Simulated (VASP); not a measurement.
# TaN in VASP: notebook, part 2 of 3

VASP 6.6.1. Earlier steps stand in the parts before.

### 4 Single point, LDA (equal xx and yy strain of -1 %)

The input, INCAR:

```
SYSTEM = TaN
PREC = Accurate ; ENCUT = 520
EDIFF = 1E-7 ; ISMEAR = -1
SIGMA = 0.03 ; LREAL = .FALSE.
LASPH = .TRUE. ; NELM = 80
ALGO = Normal ; ISIF = 2
LWAVE = .FALSE. ; LCHARG = .FALSE.
NBANDS = 33
```

The input, KPOINTS:

```
regular mesh
0
G
  5 5 8
  0 0 0
```

The input, POSCAR:

```
TaN
1.0
    5.1331492632      0.0000000000      0.0000000000
   -2.5665746316      4.4454376634      0.0000000000
    0.0000000000      0.0000000000      2.9080000000
Ta N
3 3
Direct
    0.0000000000      0.0000000000      0.0000000000
    0.3333333333      0.6666666667      0.5000000000
    0.6666666667      0.3333333333      0.5000000000
    0.5000000000      0.0000000000      0.0000000000
    0.5000000000      0.5000000000      0.0000000000
    0.0000000000      0.5000000000      0.0000000000
```

Potentials or basis: VASP PAW LDA potentials, release 64 (Ta_pv, N).

Launch:

```bash
$ cat potpaw_LDA.64/Ta_pv/POTCAR potpaw_LDA.64/N/POTCAR > POTCAR
$ mpirun -np 1 vasp_std > vasp.out
```

OUTCAR:

```text
SYSTEM = TaN
   PREC = Accurate
   ENCUT = 520
   EDIFF = 1E-7
   ISMEAR = -1
   LREAL = .FALSE.
   LASPH = .TRUE.
   NELM = 80
   ISIF = 2

 ion  position               nearest neighbor table
   1  0.000  0.000  0.000-   4 2.57   4 2.57   6 2.57   6 2.57   5 2.57   5 2.57   3 3.30   3 3.30
                             2 3.30   2 3.30   2 3.30   3 3.30   2 3.30   3 3.30   2 3.30   3 3.30
   2  0.333  0.667  0.500-   6 2.08   6 2.08   4 2.08   4 2.08   5 2.08   5 2.08   3 2.96   3 2.96
                             3 2.96   1 3.30   1 3.30   1 3.30   1 3.30   1 3.30   1 3.30
   3  0.667  0.333  0.500-   6 2.08   6 2.08   4 2.08   4 2.08   5 2.08   5 2.08   2 2.96   2 2.96
                             2 2.96   1 3.30   1 3.30   1 3.30   1 3.30   1 3.30   1 3.30
   4  0.500  0.000  0.000-   2 2.08   3 2.08   2 2.08   3 2.08   1 2.57   1 2.57
   5  0.500  0.500  0.000-   2 2.08   3 2.08   2 2.08   3 2.08   1 2.57   1 2.57
   6  0.000  0.500  0.000-   2 2.08   3 2.08   2 2.08   3 2.08   1 2.57   1 2.57

  LATTYP: Found a hexagonal cell.
 ALAT       =     5.1331492632
 C/A-ratio  =     0.5665138204

  Lattice vectors:

 A1 = (   5.1331492632,   0.0000000000,   0.0000000000)
 A2 = (  -2.5665746316,   4.4454376634,   0.0000000000)
 A3 = (   0.0000000000,   0.0000000000,   2.9080000000)

Analysis of symmetry for initial positions (statically):
=====================================================================
 Subroutine PRICEL returns:
 Original cell was already a primitive cell.

 Routine SETGRP: Setting up the symmetry group for a
 hexagonal supercell.

 Subroutine GETGRP returns: Found 24 space group operations
 (whereof 24 operations were pure point group operations)
 out of a pool of 24 trial point group operations.

The static configuration has the point symmetry D_6h.

Analysis of symmetry for dynamics (positions and initial velocities):
=====================================================================
 Subroutine PRICEL returns:
 Original cell was already a primitive cell.

 Routine SETGRP: Setting up the symmetry group for a
 hexagonal supercell.

 Subroutine GETGRP returns: Found 24 space group operations
 (whereof 24 operations were pure point group operations)
 out of a pool of 24 trial point group operations.

The dynamic configuration has the point symmetry D_6h.

 Subroutine INISYM returns: Found 24 space group operations
 (whereof 24 operations are pure point group operations),
 and found     1 'primitive' translations

----------------------------------------------------------------------------------------

                                     Primitive cell

  volume of cell :      66.3579

  direct lattice vectors                    reciprocal lattice vectors
     5.133149263  0.000000000  0.000000000     0.194812180  0.112474865  0.000000000
    -2.566574632  4.445437663  0.000000000     0.000000000  0.224949730  0.000000000
     0.000000000  0.000000000  2.908000000     0.000000000  0.000000000  0.343878955

  length of vectors
     5.133149263  5.133149263  2.908000000     0.224949730  0.224949730  0.343878955

  position of ions in fractional coordinates (direct lattice)
     0.000000000  0.000000000  0.000000000
     0.333333333  0.666666667  0.500000000
     0.666666667  0.333333333  0.500000000
     0.500000000  0.000000000  0.000000000
     0.500000000  0.500000000  0.000000000
     0.000000000  0.500000000  0.000000000
[... 41 lines left out ...]
  0.200000  0.200000  0.000000      6.000000
  0.400000  0.200000  0.000000      6.000000
  0.000000  0.000000  0.125000      2.000000
[... 16 lines left out ...]
  0.400000 -0.000000  0.500000      6.000000
  0.200000  0.200000  0.500000      6.000000
   k-points           NKPTS =     25   k-points in BZ     NKDIM =     25   number of bands    NBANDS=     33
   number of dos      NEDOS =    301   number of ions     NIONS =      6
   total plane-waves  NPLWV =  38400
   dimension x,y,z NGX =    40 NGY =   40 NGZ =   24
   dimension x,y,z NGXF=    80 NGYF=   80 NGZF=   48
   ions per type =               3   3
   NGX,Y,Z   is equivalent  to a cutoff of  12.95, 12.95, 13.72 a.u.
   NGXF,Y,Z  is equivalent  to a cutoff of  25.91, 25.91, 27.44 a.u.
 SYSTEM =  TaN
   PREC   = accura    normal or accurate (medium, high low for compatibility)
   ISTART =      0    job   : 0-new  1-cont  2-samecut
   ICHARG =      2    charge: 1-file 2-atom 10-const
   ISPIN  =      1    spin polarized calculation?
   LNONCOLLINEAR =      F non collinear calculations
   LSORBIT =      F    spin-orbit coupling
   LASPH  =      T    aspherical Exc in radial PAW
   ENCUT  =  520.0 eV  38.22 Ry    6.18 a.u.   9.54  9.54  5.41*2*pi/ulx,y,z
   NELM   =     80;   NELMIN=  2; NELMDL= -5     # of ELM steps
   EDIFF  = 0.1E-06   stopping-criterion for ELM
   LREAL  =      F    real-space projection
   EDIFFG = 0.1E-05   stopping-criterion for IOM
   NSW    =      0    number of steps for IOM
   IBRION =     -1    ionic relax: 0-MD 1-quasi-New 2-CG
   NFREE  =      0    steps in history (QN), initial steepest desc. (CG)
   ISIF   =      2    stress and relaxation
   ISYM   =      2    0-nonsym 1-usesym 2-fastsym
   POTIM  = 0.5000    time-step for ionic-motion
   TEBEG  =    0.0;   TEEND  =   0.0 temperature during run
   PSTRESS=    0.0 pullay stress
   NELECT =      48.0000    total number of electrons
   NUPDOWN=      -1.0000    fix difference up-down
   EMIN   =  10.00;   EMAX   =-10.00  energy-range for DOS
   EFERMI =   0.00;   METHOD = LEGACY
   ISMEAR =    -1;   SIGMA  =   0.03  broadening in eV -4-tet -1-fermi 0-gaus
   EFERMI_NEDOS =   21; number of points for ismear=-14 and -15
   IALGO  =     38    algorithm
   IMIX   =      4    mixing-type and parameters
     AMIX     =   0.40;   BMIX     =  1.00
     AMIX_MAG =   1.60;   BMIX_MAG =  1.00
  volume/ion in A,a.u.               =      11.06        74.63
  Fermi-wavevector in a.u.,A,eV,Ry     =   1.469572  2.777089 29.383725  2.159643
  Thomas-Fermi vector in A             =   2.584934
   LORBIT       =      0    0 simple, 1 ext, 2 COOP (PROOUT), +10 PAW based schemes
   GGA     = CA    functional components
   LHFCALC =     F    Hartree Fock is set to
   AEXX    =    0.0000 exact exchange contribution
   IVDW    =     0    specifies the selected vdW correction
   LEPSILON=     F    determine dielectric tensor
   LRPA    =     F    only Hartree local field effects (RPA)
 non-spin polarized calculation
  energy-cutoff  :      520.00
  volume of cell :       66.36
 maximum number of plane-waves:      1822
 NGX is ok and might be reduce to    40
   NGX = 19   NGY = 19   NGZ = 11

 number of electron      48.0000002 magnetization

 Free energy of the ion-electron system (eV)
  ---------------------------------------------------
  ext. energy  EPLUGINS =         0.00000000
  ---------------------------------------------------
  free energy    TOTEN  =       -71.33880457 eV

  energy without entropy =      -71.33579440  energy(sigma->0) =      -71.33729949

 E-fermi :   8.2943     XC(G=0): -13.3976

 val. band max:        8.2470631453   @ k =   0.0000   0.0000   0.3750
 cond. band min:       8.3485944332   @ k =   0.2000  -0.0000   0.2500
 fundamental gap:      0.1015312879
 Fermi energy:         8.2942521129

 k-point     1 :       0.0000    0.0000    0.0000
  band No.  band energies     occupation
      1     -27.7041      2.00000
      2     -27.7041      2.00000
      3     -27.2842      2.00000
      4     -27.2842      2.00000
      5     -27.0719      2.00000
      6     -26.9379      2.00000
[... 853 lines left out ...]
     32      12.3492      0.00000
     33      13.8521      0.00000

 [... further k-points ...]

------------------------ aborting loop because EDIFF is reached ----------------------------------------

  FORCE on cell =-STRESS in cart. coord.  units (eV):
  Direction    XX          YY          ZZ          XY          YZ          ZX
  --------------------------------------------------------------------------------------
  -------------------------------------------------------------------------------------
  Total        1.7435949      1.7435949      0.2301555      0.0000000      0.0000000      0.0000000
  in kB       42.0981824     42.0981824      5.5569848      0.0000000      0.0000000      0.0000000
  external PRESSURE =      29.9177832 kB  Pullay stress =       0.0000000 kB

 VOLUME and BASIS-vectors are now :
 -----------------------------------------------------------------------------
  energy-cutoff  :      520.00
  volume of cell :       66.36
      direct lattice vectors                 reciprocal lattice vectors
     5.133149263  0.000000000  0.000000000     0.194812180  0.112474865  0.000000000
    -2.566574632  4.445437663  0.000000000     0.000000000  0.224949730  0.000000000
     0.000000000  0.000000000  2.908000000     0.000000000  0.000000000  0.343878955

 POSITION                                       TOTAL-FORCE (eV/Angst)
 -----------------------------------------------------------------------------------
      0.00000      0.00000      0.00000         0.000000      0.000000      0.000000
     -0.00000      2.96363      1.45400        -0.000000     -0.000000     -0.000000
      2.56657      1.48181      1.45400         0.000000      0.000000      0.000000
      2.56657      0.00000      0.00000         0.000000      0.000000      0.000000
      1.28329      2.22272      0.00000         0.000000      0.000000      0.000000
     -1.28329      2.22272      0.00000         0.000000      0.000000      0.000000
 -----------------------------------------------------------------------------------
    total drift:                               -0.000000      0.000000     -0.000000

  FREE ENERGIE OF THE ION-ELECTRON SYSTEM (eV)
  ---------------------------------------------------
  free  energy   TOTEN  =       -71.3388045735 eV

  energy  without entropy=      -71.3357944047  energy(sigma->0) =      -71.33729949
```

stdout:

```text
POSCAR found type information on POSCAR TaN
 POSCAR found :  2 types and       6 ions
 scaLAPACK will be used
 LDA part: xc-table for (Slater(with rela. corr.)+CA(PZ))
 , standard interpolation
 POSCAR, INCAR and KPOINTS ok, starting setup
 FFT: planning ... GRIDC
 FFT: planning ... GRID_SOFT
 FFT: planning ... GRID
 WAVECAR not read
 entering main loop
```

Wall time 92 s (1 thread of AMD EPYC 7R13, shared host); peak memory 0.16 GiB.

Results:

| Property | Result |
| --- | --- |
| Free energy | -71.3388 eV |
| Pressure | 3.0 GPa |
| Band gap on the k mesh | zero (bands 24 and 25 overlap by 2.19 eV) |

Levels at points of the mesh, in eV from the Fermi level:
```
           k point  band 20  band 21  band 22  band 23  band 24  band 25  band 26  band 27  band 28  band 29
(0.00, 0.00, 0.00)    -2.94    -2.94    -2.49    -2.04    -1.32    -1.32     0.69     0.69     1.40     2.24
(0.00, 0.00, 0.50)    -3.85    -3.07    -3.07    -1.92     0.88     0.88     1.40     1.87     2.63     2.63
```

Caveat: the cell differs from its parent crystal (equal xx and yy strain of -1 %); spin-orbit coupling is left out, which moves the levels of the heavy elements.

(Continued in part 3 of 3.)

The gap in the log of VASP goes by the Fermi energy; the results here count the filled bands.